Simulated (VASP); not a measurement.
# InSe (P2/m) in VASP: further runs

Runs on InSe. Level: PBEsol. Tasks: single point.

Program: VASP 6.6.1. These are calculated values, not measurements. Logs are shortened: lines on timing, memory, paths and dates and some standing lists are left out, and cuts for length are marked.

## (1) The cell of the first run

Symmetry: P2/m, No. 10, monoclinic system. Conventional cell: a = 4.564 Å, b = 4.111 Å, c = 11.223 Å, α = 90.00°, β = 101.55°, γ = 90.00°. In (site symmetry m) has 5 Se at 2.67 to 3.56 Å and 3 In at 2.79 to 3.73 Å within 3.8 Å. In (site symmetry m) has 1 In at 2.59 Å and 3 Se at 2.67 to 2.70 Å within 3.4 Å. Within 3.6 Å of Se (site symmetry m) lie 5 In at 2.67 to 3.56 Å and 2 Se at 3.58 Å. Within 3.6 Å of Se (site symmetry m) lie 5 In at 2.67 to 3.56 Å and 3 Se at 3.40 to 3.58 Å.

## (2) Single point, PBEsol (the part above a cut slid along it)

Contents of INCAR:

```
SYSTEM = InSe
PREC = Accurate ; ENCUT = 520
EDIFF = 1E-6 ; ISMEAR = 0
SIGMA = 0.05 ; LREAL = .False.
LASPH = .True. ; NELM = 60
ALGO = Fast ; ISIF = 2
LWAVE = .False. ; LCHARG = .False.
GGA = PS ; NBANDS = 48
```

Contents of KPOINTS:

```
Automatic mesh
0
Gamma
  6 7 3
  0 0 0
```

Contents of POSCAR:

```
InSe
1.0
    1.6051187225      0.0000000000     -4.2720903381
    0.0000000000      4.1105485099      0.0000000000
   11.1078054240      0.0000000000      1.6982463554
In Se
4 4
Direct
    0.6252671360      0.0000000000      0.3858026583
   -0.1747328640      0.5000000000      0.8858026583
   -0.2252671360      0.0000000000      0.6141973417
    0.5747328640      0.5000000000      0.1141973417
   -0.0755982824      0.0000000000      0.1547212196
    0.1244017176      0.5000000000      0.6547212196
    0.4755982824      0.0000000000      0.8452787804
    0.2755982824      0.5000000000      0.3452787804
```

Potentials or basis: VASP PAW PBE potentials, release 64 (In_d, Se).

Started as:

```bash
$ cat potpaw_PBE.64/In_d/POTCAR potpaw_PBE.64/Se/POTCAR > POTCAR
$ mpirun -np 1 vasp_std > vasp.out
```

OUTCAR:

```text
SYSTEM = InSe
   PREC = Accurate
   ENCUT = 520
   EDIFF = 1E-6
   ISMEAR = 0
   LREAL = .False.
   LASPH = .True.
   NELM = 60
   ISIF = 2
   GGA = PS

 ion  position               nearest neighbor table
   1  0.625  0.000  0.386-   5 2.67   8 2.70   8 2.70   3 2.79   4 3.73   4 3.73
   2  0.825  0.500  0.886-   4 2.59   6 2.67   7 2.70   7 2.70   3 3.73   3 3.73
   3  0.775  0.000  0.614-   7 2.67   6 2.70   6 2.70   1 2.79   2 3.73   2 3.73
   4  0.575  0.500  0.114-   2 2.59   8 2.67   5 2.70   5 2.70   1 3.73   1 3.73
   5  0.924  0.000  0.155-   1 2.67   4 2.70   4 2.70
   6  0.124  0.500  0.655-   2 2.67   3 2.70   3 2.70
   7  0.476  0.000  0.845-   3 2.67   2 2.70   2 2.70
   8  0.276  0.500  0.345-   4 2.67   1 2.70   1 2.70

  LATTYP: Found a simple monoclinic cell.
 ALAT       =     4.5636785568
 B/A-ratio  =     0.9007094734
 C/A-ratio  =     2.4591051469
 COS(beta)  =    -0.2001882437

  Lattice vectors:

 A1 = (   1.6051187225,   0.0000000000,  -4.2720903381)
 A2 = (   0.0000000000,   4.1105485099,   0.0000000000)
 A3 = (   9.5026867015,   0.0000000000,   5.9703366935)

Analysis of symmetry for initial positions (statically):
=====================================================================
 Subroutine PRICEL returns:
 Original cell was already a primitive cell.

 Routine SETGRP: Setting up the symmetry group for a
 simple monoclinic supercell.

 Subroutine GETGRP returns: Found  4 space group operations
 (whereof  2 operations were pure point group operations)
 out of a pool of  4 trial point group operations.

The static configuration has the point symmetry C_1h.
 The point group associated with its full space group is C_2h.

Analysis of symmetry for dynamics (positions and initial velocities):
=====================================================================
 Subroutine PRICEL returns:
 Original cell was already a primitive cell.

 Routine SETGRP: Setting up the symmetry group for a
 simple monoclinic supercell.

 Subroutine GETGRP returns: Found  4 space group operations
 (whereof  2 operations were pure point group operations)
 out of a pool of  4 trial point group operations.

The dynamic configuration has the point symmetry C_1h.
 The point group associated with its full space group is C_2h.

 Subroutine INISYM returns: Found  4 space group operations
 (whereof  2 operations are pure point group operations),
 and found     1 'primitive' translations

----------------------------------------------------------------------------------------

                                     Primitive cell

  volume of cell :     206.2650

  direct lattice vectors                    reciprocal lattice vectors
     1.605118723  0.000000000 -4.272090338     0.033843473  0.000000000 -0.221361707
     0.000000000  4.110548510  0.000000000     0.000000000  0.243276535  0.000000000
    11.107805424  0.000000000  1.698246355     0.085136278  0.000000000  0.031987580

  length of vectors
     4.563678557  4.110548510 11.236875990     0.223933887  0.243276535  0.090947189

  position of ions in fractional coordinates (direct lattice)
     0.625267136  0.000000000  0.385802658
     0.825267136  0.500000000  0.885802658
     0.774732864  0.000000000  0.614197342
     0.574732864  0.500000000  0.114197342
     0.924401718  0.000000000  0.154721220
     0.124401718  0.500000000  0.654721220
     0.475598282  0.000000000  0.845278780
     0.275598282  0.500000000  0.345278780

  ion indices of the primitive-cell ions
   primitive index   ion index
                 1           1
                 2           2
                 3           3
                 4           4
                 5           5
                 6           6
                 7           7
                 8           8

----------------------------------------------------------------------------------------

 KPOINTS: Automatic mesh

Automatic generation of k-mesh.
 Grid dimensions read from file:
 generate k-points for:    6    7    3

 Generating k-lattice:

  Cartesian coordinates                     Fractional coordinates (reciprocal lattice)
     0.005640579  0.000000000 -0.036893618     0.166666667  0.000000000 -0.000000000
     0.000000000  0.034753791  0.000000000     0.000000000  0.142857143  0.000000000
     0.028378759  0.000000000  0.010662527     0.000000000  0.000000000  0.333333333

  Length of vectors
     0.037322315  0.034753791  0.030315730

  Shift w.r.t. Gamma in fractional coordinates (k-lattice)
     0.000000000  0.000000000  0.000000000

 Subroutine IBZKPT returns following result:
 ===========================================

 Found     40 irreducible k-points:

 Following reciprocal coordinates:
            Coordinates               Weight
  0.000000  0.000000  0.000000      1.000000
  0.166667  0.000000  0.000000      2.000000
  0.333333  0.000000  0.000000      2.000000
  0.500000  0.000000 -0.000000      1.000000
  0.000000  0.142857  0.000000      2.000000
  0.166667  0.142857  0.000000      4.000000
[... 16 lines left out ...]
 -0.000000  0.142857  0.333333      4.000000
  0.166667  0.142857  0.333333      4.000000
 [... further k-points ...]
   k-points           NKPTS =     40   k-points in BZ     NKDIM =     40   number of bands    NBANDS=     48
   number of dos      NEDOS =    301   number of ions     NIONS =      8
   total plane-waves  NPLWV =  96768
   dimension x,y,z NGX =    36 NGY =   32 NGZ =   84
   dimension x,y,z NGXF=    72 NGYF=   64 NGZF=  168
   ions per type =               4   4
   NGX,Y,Z   is equivalent  to a cutoff of  13.11, 12.94, 12.43 a.u.
   NGXF,Y,Z  is equivalent  to a cutoff of  26.23, 25.88, 24.86 a.u.
 SYSTEM =  InSe
   PREC   = accura    normal or accurate (medium, high low for compatibility)
   ISTART =      0    job   : 0-new  1-cont  2-samecut
   ICHARG =      2    charge: 1-file 2-atom 10-const
   ISPIN  =      1    spin polarized calculation?
   LNONCOLLINEAR =      F non collinear calculations
   LSORBIT =      F    spin-orbit coupling
   LASPH  =      T    aspherical Exc in radial PAW
   ENCUT  =  520.0 eV  38.22 Ry    6.18 a.u.   8.49  7.64 20.89*2*pi/ulx,y,z
   NELM   =     60;   NELMIN=  2; NELMDL= -5     # of ELM steps
   EDIFF  = 0.1E-05   stopping-criterion for ELM
   LREAL  =      F    real-space projection
   EDIFFG = 0.1E-04   stopping-criterion for IOM
   NSW    =      0    number of steps for IOM
   IBRION =     -1    ionic relax: 0-MD 1-quasi-New 2-CG
   NFREE  =      0    steps in history (QN), initial steepest desc. (CG)
   ISIF   =      2    stress and relaxation
   ISYM   =      2    0-nonsym 1-usesym 2-fastsym
   POTIM  = 0.5000    time-step for ionic-motion
   TEBEG  =    0.0;   TEEND  =   0.0 temperature during run
   PSTRESS=    0.0 pullay stress
   NELECT =      76.0000    total number of electrons
   NUPDOWN=      -1.0000    fix difference up-down
   EMIN   =  10.00;   EMAX   =-10.00  energy-range for DOS
   EFERMI =   0.00;   METHOD = LEGACY
   ISMEAR =     0;   SIGMA  =   0.05  broadening in eV -4-tet -1-fermi 0-gaus
   EFERMI_NEDOS =   21; number of points for ismear=-14 and -15
   IALGO  =     68    algorithm
   IMIX   =      4    mixing-type and parameters
     AMIX     =   0.40;   BMIX     =  1.00
     AMIX_MAG =   1.60;   BMIX_MAG =  1.00
  volume/ion in A,a.u.               =      25.78       173.99
  Fermi-wavevector in a.u.,A,eV,Ry     =   1.173647  2.217871 18.741310  1.377447
  Thomas-Fermi vector in A             =   2.310057
   LORBIT       =      0    0 simple, 1 ext, 2 COOP (PROOUT), +10 PAW based schemes
   GGA     = PS    functional components
   LHFCALC =     F    Hartree Fock is set to
   AEXX    =    0.0000 exact exchange contribution
   IVDW    =     0    specifies the selected vdW correction
   LEPSILON=     F    determine dielectric tensor
   LRPA    =     F    only Hartree local field effects (RPA)
 non-spin polarized calculation
 RMM-DIIS sequential band-by-band and
 Gauss-broadening in eV      SIGMA  =   0.05
  energy-cutoff  :      520.00
  volume of cell :      206.27
 maximum number of plane-waves:      5605
 NGX is ok and might be reduce to    36
   NGX = 17   NGY = 15   NGZ = 41

 number of electron      75.9999987 magnetization

 Free energy of the ion-electron system (eV)
  ---------------------------------------------------
  ext. energy  EPLUGINS =         0.00000000
  ---------------------------------------------------
  free energy    TOTEN  =       -30.00261367 eV

  energy without entropy =      -30.00139244  energy(sigma->0) =      -30.00200305

 E-fermi :   5.1372     XC(G=0):  -9.8091

 val. band max:        5.1320519166   @ k =   0.0000   0.0000   0.0000
 cond. band min:       5.1437997322   @ k =   0.5000   0.0000  -0.0000
 fundamental gap:      0.0117478156
 Fermi energy:         5.1372037142

 k-point     1 :       0.0000    0.0000    0.0000
  band No.  band energies     occupation
      1     -10.0879      2.00000
      2      -9.6158      2.00000
      3      -9.6115      2.00000
      4      -9.5780      2.00000
      5      -9.5531      2.00000
      6      -9.4194      2.00000
[... 40 lines left out ...]
     47       9.8203      0.00000
     48      10.3727      0.00000

 k-point     2 :       0.1667    0.0000    0.0000
  band No.  band energies     occupation
      1     -10.0864      2.00000
      2      -9.6168      2.00000
      3      -9.6120      2.00000
      4      -9.5765      2.00000
      5      -9.5531      2.00000
      6      -9.4229      2.00000
[... 40 lines left out ...]
     47       9.7346      0.00000
     48      10.0635      0.00000

 k-point     3 :       0.3333    0.0000    0.0000
  band No.  band energies     occupation
      1     -10.0838      2.00000
      2      -9.6217      2.00000
      3      -9.6105      2.00000
      4      -9.5708      2.00000
      5      -9.5531      2.00000
      6      -9.4299      2.00000
[... 1060 lines left out ...]
     47       9.8550      0.00000
     48      10.2331      0.00000

 k-point    24 :       0.1667    0.1429    0.3333
  band No.  band energies     occupation
      1     -10.0825      2.00000
      2      -9.6533      2.00000
      3      -9.5794      2.00000
      4      -9.5602      2.00000
      5      -9.5501      2.00000
      6      -9.4750      2.00000
[... 40 lines left out ...]
     47       9.6394      0.00000
     48      10.1800      0.00000

 [... further k-points ...]

------------------------ aborting loop because EDIFF is reached ----------------------------------------

  FORCE on cell =-STRESS in cart. coord.  units (eV):
  Direction    XX          YY          ZZ          XY          YZ          ZX
  --------------------------------------------------------------------------------------
  -------------------------------------------------------------------------------------
  Total        5.1386914      3.0309447     -1.1872444      0.0000000      0.0000000     -0.5224204
  in kB       39.9151320     23.5430673     -9.2220007      0.0000000      0.0000000     -4.0579355
  external PRESSURE =      18.0787329 kB  Pullay stress =       0.0000000 kB

 VOLUME and BASIS-vectors are now :
 -----------------------------------------------------------------------------
  energy-cutoff  :      520.00
  volume of cell :      206.27
      direct lattice vectors                 reciprocal lattice vectors
     1.605118723  0.000000000 -4.272090338     0.033843473  0.000000000 -0.221361707
     0.000000000  4.110548510  0.000000000     0.000000000  0.243276535  0.000000000
    11.107805424  0.000000000  1.698246355     0.085136278  0.000000000  0.031987580

 POSITION                                       TOTAL-FORCE (eV/Angst)
 -----------------------------------------------------------------------------------
      5.28905      0.00000     -2.01601        -0.005484      0.000000     -0.157168
     11.16398      2.05527     -2.02130        -1.457180      0.000000     -0.626161
      8.06592      0.00000     -2.26667         0.005484      0.000000      0.157168
      2.19100      2.05527     -2.26138         1.457180      0.000000      0.626161
      3.20239      0.00000     -3.68637         0.601008      0.000000     -0.263792
      7.47220      2.05527      0.58042         0.055184      0.000000     -0.009015
     10.15258      0.00000     -0.59631        -0.601008      0.000000      0.263792
      4.27766      2.05527     -0.59101        -0.055184      0.000000      0.009015
 -----------------------------------------------------------------------------------
    total drift:                               -0.000007     -0.000000      0.000007

  FREE ENERGIE OF THE ION-ELECTRON SYSTEM (eV)
  ---------------------------------------------------
  free  energy   TOTEN  =       -30.0026136666 eV

  energy  without entropy=      -30.0013924362  energy(sigma->0) =      -30.00200305
```

It took 11 min on 1 thread of Oxide Virtual Turin-like, shared host; peak memory 0.44 GiB.

Results:

```
Free energy            : -30.0026 eV
Pressure               : 1.8 GPa
Largest force          : 1.586 eV/Å
Band gap on the k mesh : zero (bands 38 and 39 overlap by 0.30 eV)
```

Forces on the atoms (eV/Å):
```
In  -0.005  0.000 -0.157
In  -1.457  0.000 -0.626
In   0.005  0.000  0.157
In   1.457  0.000  0.626
Se   0.601  0.000 -0.264
Se   0.055  0.000 -0.009
Se  -0.601  0.000  0.264
Se  -0.055  0.000  0.009
```

Levels at points of the mesh, in eV from the Fermi level:
| k point | band 34 | band 35 | band 36 | band 37 | band 38 | band 39 | band 40 | band 41 | band 42 | band 43 |
| --- | --- | --- | --- | --- | --- | --- | --- | --- | --- | --- |
| (0.00, 0.00, 0.00) | -1.83 | -1.69 | -1.69 | -1.09 | -0.01 | 0.66 | 1.50 | 2.34 | 2.57 | 2.91 |
| (0.50, 0.00, 0.00) | -1.55 | -1.55 | -1.21 | -0.77 | 0.01 | 0.64 | 1.34 | 2.16 | 2.89 | 3.07 |

Caveat: the cell differs from its parent crystal (the part above a cut slid along it); the PAW data sets were made with another functional, which shifts forces and pressure a little; spin-orbit coupling is left out, which moves the levels of the heavy elements.

## (3) Single point, PBEsol (the part above a cut slid along it)

Contents of INCAR:

```
  PREC = Accurate
  ENCUT = 520
  EDIFF = 1E-6
  ISMEAR = 0
  SIGMA = 0.05
  LREAL = F
  LASPH = T
  NELM = 100
  ALGO = Fast
  ISIF = 2
  LWAVE = F
  LCHARG = F
  GGA = PS
  NBANDS = 48
```

Contents of KPOINTS:

```
Automatic mesh
0
Gamma
  6 7 3
```

Contents of POSCAR:

```
InSe
1.0
    1.6051187225      0.0000000000     -4.2720903381
    0.0000000000      4.1105485099      0.0000000000
   10.6262698072      0.0000000000      2.9798734569
In Se
4 4
Direct
    0.7410079335      0.0000000000      0.3858026583
    0.0910079335      0.5000000000      0.8858026583
   -0.0410079335      0.0000000000      0.6141973417
    0.6089920665      0.5000000000      0.1141973417
   -0.0291819165      0.0000000000      0.1547212196
    0.3208180835      0.5000000000      0.6547212196
    0.7291819165      0.0000000000      0.8452787804
    0.3791819165      0.5000000000      0.3452787804
```

Potentials or basis: VASP PAW PBE potentials, release 64 (In_d, Se).

Started as:

```bash
$ cat potpaw_PBE.64/In_d/POTCAR potpaw_PBE.64/Se/POTCAR > POTCAR
$ mpirun -np 1 vasp_std > vasp.out
```

It took 13 min on 1 thread of Oxide Virtual Turin-like, shared host; peak memory 0.44 GiB.

The run converged. Its results:

* Free energy: -30.0949 eV
* Pressure: 0.5 GPa
* Largest force: 0.896 eV/Å
* Band gap on the k mesh: zero (bands 38 and 39 overlap by 0.07 eV)

Forces in eV/Å, atoms in the order of the input:
```
In   0.001  0.000 -0.003
In   0.648  0.000 -0.618
In  -0.001  0.000  0.003
In  -0.648  0.000  0.618
Se   0.115  0.000  0.004
Se  -0.150  0.000 -0.269
Se  -0.115  0.000 -0.004
Se   0.150  0.000  0.269
```

Stress tensor (GPa, compression positive):
```
-1.30  0.00  2.47
 0.00  1.51  0.00
 2.47  0.00  1.29
```

Levels at points of the mesh, in eV from the Fermi level:
```csv
k point,band 34,band 35,band 36,band 37,band 38,band 39,band 40,band 41,band 42,band 43
"(0.00, 0.00, 0.00)",-1.86,-1.81,-1.63,-1.19,-0.16,0.57,1.50,2.11,2.45,3.02
"(0.50, 0.00, 0.00)",-1.63,-1.47,-1.04,-0.86,-0.06,0.43,1.23,2.25,2.66,3.17
```

Caveat: the cell differs from its parent crystal (the part above a cut slid along it); the PAW data sets were made with another functional, which shifts forces and pressure a little; spin-orbit coupling is left out, which moves the levels of the heavy elements.

(Continued in part 2 of 2.)

The gap in the log of VASP goes by the Fermi energy; the results here count the filled bands.